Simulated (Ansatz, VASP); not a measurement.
# SnO2: VASP beside Ansatz

```xyz
6
Lattice="3.1779 0.0000 0.0000 -1.5890 2.7522 0.0000 0.0000 0.0000 10.1134" Properties=species:S:1:pos:R:3 pbc="T T T"
Sn   -0.4128   -0.6192    5.0567
Sn    0.4128    0.6192    0.0000
O     1.1703    0.2894    4.0491
O     2.0077    1.5454    1.0076
O    -0.4187    1.2068    6.0643
O     0.4187    2.4628    9.1058
```

Change from the starting cell: mode 1 frozen in at -0.419 Å and mode 2 at -0.628 Å (largest displacements).

Alike in both runs: task single point; functional PBEsol; dispersion D3(BJ); k mesh 12 × 12 × 4; occupations gaussian, width 0.05 eV; no spin polarisation.

|  | VASP | Ansatz |
| --- | --- | --- |
| version | VASP 6.6.1 | Ansatz 0.2.0 |
| potentials or method | VASP PAW PBE potentials, release 64 (Sn_d, O), cutoff 520 eV | scalar-relativistic, plane waves, PAW |
| valence electrons in the cell | 52 | 52 |

|  | VASP | Ansatz | Ansatz less VASP |
| --- | --- | --- | --- |
| gap on the k mesh at the Fermi level (eV) | 2.29 | 2.31 | +0.019 |
| least direct gap on the mesh (eV) | 2.63 | 2.64 | +0.011 |
| pressure (GPa) | 0.3 | -0.3 | -0.69 |
| traceless stress, the component that is largest in VASP (GPa) | -1.70 | -1.27 | +0.426 |
| rms of the force components (eV/Å) | 0.088 | 0.070 | -0.0176 |

VASP's potentials were made for PBE, not for PBEsol, and Ansatz warns of the same on its side. Atom by atom the forces differ by 0.030 eV/Å (rms over components).
